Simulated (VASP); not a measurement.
Hf2N, 6 atoms in the cell. The structure is tetragonal, space group P4_2/mnm (No. 136). Conventional cell: a = 5.296 Å, b = 5.296 Å, c = 3.228 Å, α = 90.00°, β = 90.00°, γ = 90.00°. Hf (site symmetry m2m) has 3 N at 2.21 to 2.23 Å within 2.9 Å. N (site symmetry mmm) has 6 Hf at 2.21 to 2.23 Å within 2.9 Å. 

| Item | Value |
| --- | --- |
| Program | VASP 6.6.1 |
| Task | single point |
| Functional | PBEsol |
| Potentials or basis | VASP PAW PBE potentials, release 64 (Hf_pv, N) |
| Cutoff | 520 eV |
| k mesh | 8 × 8 × 12 |
| Occupations | fermi-dirac, width 0.15 eV |
| Spin | no spin polarisation |
| Dipole correction | no |
| Further INCAR settings | ALGO = Normal; EDIFF = 1e-06; NBANDS = 34 |

Potentials or basis: VASP PAW PBE potentials, release 64 (Hf_pv, N).

Launch:

```sh
$ cat potpaw_PBE.64/Hf_pv/POTCAR potpaw_PBE.64/N/POTCAR > POTCAR
$ mpirun -np 1 vasp_std > vasp.out
```

Hardware: 1 thread of Intel Xeon 8259CL (shared host).

Estimate the wall time of this run.

Wall time 4.5 min on 1 thread of Intel Xeon 8259CL, on a shared host, peak memory 0.37 GiB. Counts: scf iterations 14, k points 105.
